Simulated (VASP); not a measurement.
# Al (I4/mmm) in VASP: further runs

Runs on Al. Level: LDA. Tasks: single point.

Program: VASP 6.6.1. These are calculated values, not measurements. Logs are shortened: lines on timing, memory, paths and dates and some standing lists are left out, and cuts for length are marked.

### Step 1. The cell of the first run

It takes space group I4/mmm (No. 139, tetragonal). Conventional cell: a = 3.457 Å, b = 3.457 Å, c = 2.697 Å, α = 90.00°, β = 90.00°, γ = 90.00°. Al (site symmetry 4/mmm) has 14 Al at 2.70 to 3.46 Å within 3.6 Å.

### Step 2. Single point, LDA

File INCAR:

```
SYSTEM = Al
  ALGO = Normal
  EDIFF = 1E-6
  ENCUT = 520
  ISIF = 2
  ISMEAR = 0
  LASPH = .True.
  LCHARG = .False.
  LREAL = .False.
  LWAVE = .False.
  NBANDS = 8
  NELM = 100
  PREC = Accurate
  SIGMA = 0.15
```

File KPOINTS:

```
k-points
0
Gamma
  24 24 24
  0 0 0
```

File POSCAR:

```
Al
1.0
   -1.7286152379      1.7286152379      1.3483198855
    1.7286152379     -1.7286152379      1.3483198855
    1.7286152379      1.7286152379     -1.3483198855
Al
1
Direct
    0.0000000000      0.0000000000      0.0000000000
```

Potentials or basis: VASP PAW LDA potentials, release 64 (Al).

The run is started by

```sh
$ cat potpaw_LDA.64/Al/POTCAR > POTCAR
$ mpirun -np 1 vasp_std > vasp.out
```

OUTCAR:

```text
SYSTEM = Al
   EDIFF = 1E-6
   ENCUT = 520
   ISIF = 2
   ISMEAR = 0
   LASPH = .True.
   LREAL = .False.
   NELM = 100
   PREC = Accurate

 ion  position               nearest neighbor table
   1  0.000  0.000  0.000-

  LATTYP: Found a body centered tetragonal cell.
 ALAT       =     3.4572304758
 C/A-ratio  =     0.7800000000

  Lattice vectors:

 A1 = (  -1.7286152379,   1.7286152379,   1.3483198855)
 A2 = (   1.7286152379,  -1.7286152379,   1.3483198855)
 A3 = (   1.7286152379,   1.7286152379,  -1.3483198855)

Analysis of symmetry for initial positions (statically):
=====================================================================
 Subroutine PRICEL returns:
 Original cell was already a primitive cell.

 Routine SETGRP: Setting up the symmetry group for a
 body centered tetragonal supercell.

 Subroutine GETGRP returns: Found 16 space group operations
 (whereof 16 operations were pure point group operations)
 out of a pool of 16 trial point group operations.

The static configuration has the point symmetry D_4h.

Analysis of symmetry for dynamics (positions and initial velocities):
=====================================================================
 Subroutine PRICEL returns:
 Original cell was already a primitive cell.

 Routine SETGRP: Setting up the symmetry group for a
 body centered tetragonal supercell.

 Subroutine GETGRP returns: Found 16 space group operations
 (whereof 16 operations were pure point group operations)
 out of a pool of 16 trial point group operations.

The dynamic configuration has the point symmetry D_4h.

 Subroutine INISYM returns: Found 16 space group operations
 (whereof 16 operations are pure point group operations),
 and found     1 'primitive' translations

----------------------------------------------------------------------------------------

                                     Primitive cell

  volume of cell :      16.1157

  direct lattice vectors                    reciprocal lattice vectors
    -1.728615238  1.728615238  1.348319886     0.000000000  0.289248868  0.370831881
     1.728615238 -1.728615238  1.348319886     0.289248868  0.000000000  0.370831881
     1.728615238  1.728615238 -1.348319886     0.289248868  0.289248868  0.000000000

  length of vectors
     2.791807263  2.791807263  2.791807263     0.470299045  0.470299045  0.409059671

  position of ions in fractional coordinates (direct lattice)
     0.000000000  0.000000000  0.000000000

  ion indices of the primitive-cell ions
   primitive index   ion index
                 1           1

----------------------------------------------------------------------------------------

 KPOINTS: k-points

Automatic generation of k-mesh.
 Grid dimensions read from file:
 generate k-points for:   24   24   24

 Generating k-lattice:

  Cartesian coordinates                     Fractional coordinates (reciprocal lattice)
     0.000000000  0.012052036  0.015451328     0.041666667  0.000000000  0.000000000
     0.012052036  0.000000000  0.015451328     0.000000000  0.041666667  0.000000000
     0.012052036  0.012052036  0.000000000     0.000000000  0.000000000  0.041666667

  Length of vectors
     0.019595794  0.019595794  0.017044153

  Shift w.r.t. Gamma in fractional coordinates (k-lattice)
     0.000000000  0.000000000  0.000000000

 Subroutine IBZKPT returns following result:
 ===========================================

 Found   1063 irreducible k-points:

 Following reciprocal coordinates:
            Coordinates               Weight
  0.000000  0.000000  0.000000      1.000000
  0.041667  0.000000 -0.000000      8.000000
  0.083333  0.000000 -0.000000      8.000000
  0.125000  0.000000 -0.000000      8.000000
  0.166667  0.000000 -0.000000      8.000000
  0.208333  0.000000  0.000000      8.000000
[... 16 lines left out ...]
  0.416667  0.041667 -0.000000     16.000000
  0.458333  0.041667 -0.000000     16.000000
 [... further k-points ...]
   k-points           NKPTS =   1063   k-points in BZ     NKDIM =   1063   number of bands    NBANDS=      8
   number of dos      NEDOS =    301   number of ions     NIONS =      1
   total plane-waves  NPLWV =  13824
   dimension x,y,z NGX =    24 NGY =   24 NGZ =   24
   dimension x,y,z NGXF=    48 NGYF=   48 NGZF=   48
   ions per type =               1
   NGX,Y,Z   is equivalent  to a cutoff of  14.29, 14.29, 14.29 a.u.
   NGXF,Y,Z  is equivalent  to a cutoff of  28.58, 28.58, 28.58 a.u.
 SYSTEM =  Al
   PREC   = accura    normal or accurate (medium, high low for compatibility)
   ISTART =      0    job   : 0-new  1-cont  2-samecut
   ICHARG =      2    charge: 1-file 2-atom 10-const
   ISPIN  =      1    spin polarized calculation?
   LNONCOLLINEAR =      F non collinear calculations
   LSORBIT =      F    spin-orbit coupling
   LASPH  =      T    aspherical Exc in radial PAW
   ENCUT  =  520.0 eV  38.22 Ry    6.18 a.u.   5.19  5.19  5.19*2*pi/ulx,y,z
   NELM   =    100;   NELMIN=  2; NELMDL= -5     # of ELM steps
   EDIFF  = 0.1E-05   stopping-criterion for ELM
   LREAL  =      F    real-space projection
   EDIFFG = 0.1E-04   stopping-criterion for IOM
   NSW    =      0    number of steps for IOM
   IBRION =     -1    ionic relax: 0-MD 1-quasi-New 2-CG
   NFREE  =      0    steps in history (QN), initial steepest desc. (CG)
   ISIF   =      2    stress and relaxation
   ISYM   =      2    0-nonsym 1-usesym 2-fastsym
   POTIM  = 0.5000    time-step for ionic-motion
   TEBEG  =    0.0;   TEEND  =   0.0 temperature during run
   PSTRESS=    0.0 pullay stress
   NELECT =       3.0000    total number of electrons
   NUPDOWN=      -1.0000    fix difference up-down
   EMIN   =  10.00;   EMAX   =-10.00  energy-range for DOS
   EFERMI =   0.00;   METHOD = LEGACY
   ISMEAR =     0;   SIGMA  =   0.15  broadening in eV -4-tet -1-fermi 0-gaus
   EFERMI_NEDOS =   21; number of points for ismear=-14 and -15
   IALGO  =     38    algorithm
   IMIX   =      4    mixing-type and parameters
     AMIX     =   0.40;   BMIX     =  1.00
     AMIX_MAG =   1.60;   BMIX_MAG =  1.00
  volume/ion in A,a.u.               =      16.12       108.75
  Fermi-wavevector in a.u.,A,eV,Ry     =   0.934757  1.766435 11.888371  0.873771
  Thomas-Fermi vector in A             =   2.061595
   LORBIT       =      0    0 simple, 1 ext, 2 COOP (PROOUT), +10 PAW based schemes
   GGA     = CA    functional components
   LHFCALC =     F    Hartree Fock is set to
   AEXX    =    0.0000 exact exchange contribution
   IVDW    =     0    specifies the selected vdW correction
   LEPSILON=     F    determine dielectric tensor
   LRPA    =     F    only Hartree local field effects (RPA)
 non-spin polarized calculation
 Gauss-broadening in eV      SIGMA  =   0.15
  energy-cutoff  :      520.00
  volume of cell :       16.12
 maximum number of plane-waves:       449
 NGX is ok and might be reduce to    24
   NGX = 11   NGY = 11   NGZ = 11

 number of electron       3.0000000 magnetization

 Free energy of the ion-electron system (eV)
  ---------------------------------------------------
  ext. energy  EPLUGINS =         0.00000000
  ---------------------------------------------------
  free energy    TOTEN  =        -4.11308389 eV

  energy without entropy =       -4.10773384  energy(sigma->0) =       -4.11040886

 E-fermi :   7.9646     XC(G=0): -10.4206

 val. band max:        7.9557092384   @ k =  -0.4583  -0.4583   0.4583
 cond. band min:       7.9783044768   @ k =  -0.3333  -0.3750   0.1667
 fundamental gap:      0.0225952384
 Fermi energy:         7.9646259143

 k-point     1 :       0.0000    0.0000    0.0000
  band No.  band energies     occupation
      1      -3.2435      2.00000
      2      17.8901      0.00000
      3      19.9314      0.00000
      4      19.9314      0.00000
      5      20.9702      0.00000
      6      24.4675      0.00000
      7      24.4675      0.00000
      8      25.7003      0.00000

 k-point     2 :       0.0417    0.0000   -0.0000
  band No.  band energies     occupation
      1      -3.1869      2.00000
      2      17.5932      0.00000
      3      19.5610      0.00000
      4      20.3172      0.00000
      5      21.2451      0.00000
      6      23.8175      0.00000
      7      24.0134      0.00000
      8      25.8172      0.00000

 k-point     3 :       0.0833    0.0000   -0.0000
  band No.  band energies     occupation
      1      -3.0171      2.00000
      2      17.0220      0.00000
      3      18.9235      0.00000
      4      21.1233      0.00000
      5      21.1539      0.00000
      6      22.9894      0.00000
      7      23.0850      0.00000
      8      25.8215      0.00000

 k-point     4 :       0.1250    0.0000   -0.0000
  band No.  band energies     occupation
      1      -2.7345      2.00000
      2      16.4411      0.00000
      3      18.2288      0.00000
      4      19.8868      0.00000
      5      21.5199      0.00000
      6      22.6544      0.00000
      7      22.9311      0.00000
      8      25.7158      0.00000

 k-point     5 :       0.1667    0.0000   -0.0000
  band No.  band energies     occupation
      1      -2.3400      2.00000
      2      15.9220      0.00000
      3      17.2877      0.00000
      4      18.5075      0.00000
      5      20.6419      0.00000
      6      22.7077      0.00000
      7      23.6539      0.00000
      8      25.7091      0.00000
[... 177 lines left out ...]
 k-point    22 :       0.3750    0.0417   -0.0000
  band No.  band energies     occupation
      1       1.9220      2.00000
      2       8.1319      0.11478
      3      14.8413      0.00000
      4      15.3517      0.00000
      5      17.1517      0.00000
      6      19.4263      0.00000
      7      25.5702      0.00000
      8      31.0536      0.00000

 k-point    23 :       0.4167    0.0417   -0.0000
  band No.  band energies     occupation
      1       2.9975      2.00000
      2       6.6948      2.00000
      3      14.6261      0.00000
      4      15.1912      0.00000
      5      16.9727      0.00000
      6      19.2413      0.00000
      7      25.9604      0.00000
      8      30.3509      0.00000

 k-point    24 :       0.4583    0.0417   -0.0000
  band No.  band energies     occupation
      1       4.0583      2.00000
      2       5.4639      2.00000
      3      14.3085      0.00000
      4      15.3241      0.00000
      5      16.8249      0.00000
      6      19.2279      0.00000
      7      26.4028      0.00000
      8      29.7632      0.00000

 [... further k-points ...]
[... 5 lines left out ...]
  --------------------------------------------------------------------------------------
  -------------------------------------------------------------------------------------
  Total        0.0648558      0.0648558      0.3227489      0.0000000      0.0000000      0.0000000
  in kB        6.4477758      6.4477758     32.0867487      0.0000000      0.0000000      0.0000000
  external PRESSURE =      14.9941001 kB  Pullay stress =       0.0000000 kB

 VOLUME and BASIS-vectors are now :
 -----------------------------------------------------------------------------
  energy-cutoff  :      520.00
  volume of cell :       16.12
      direct lattice vectors                 reciprocal lattice vectors
    -1.728615238  1.728615238  1.348319886     0.000000000  0.289248868  0.370831881
     1.728615238 -1.728615238  1.348319886     0.289248868  0.000000000  0.370831881
     1.728615238  1.728615238 -1.348319886     0.289248868  0.289248868  0.000000000

 POSITION                                       TOTAL-FORCE (eV/Angst)
 -----------------------------------------------------------------------------------
      0.00000      0.00000      0.00000         0.000000     -0.000000      0.000000
 -----------------------------------------------------------------------------------
    total drift:                                0.000000      0.000000      0.000000

  FREE ENERGIE OF THE ION-ELECTRON SYSTEM (eV)
  ---------------------------------------------------
  free  energy   TOTEN  =        -4.1130838883 eV

  energy  without entropy=       -4.1077338412  energy(sigma->0) =       -4.11040886
```

Run time: 31 s. Hardware: 1 thread of Intel Xeon 6975P-C (Granite Rapids), shared host; peak memory 0.22 GiB.

What came out:

```
Free energy            : -4.1131 eV
Pressure               : 1.5 GPa
Band gap on the k mesh : zero (an odd number of electrons rules out a gap without spin polarisation)
```

(Part 1 of 2 ends here.)
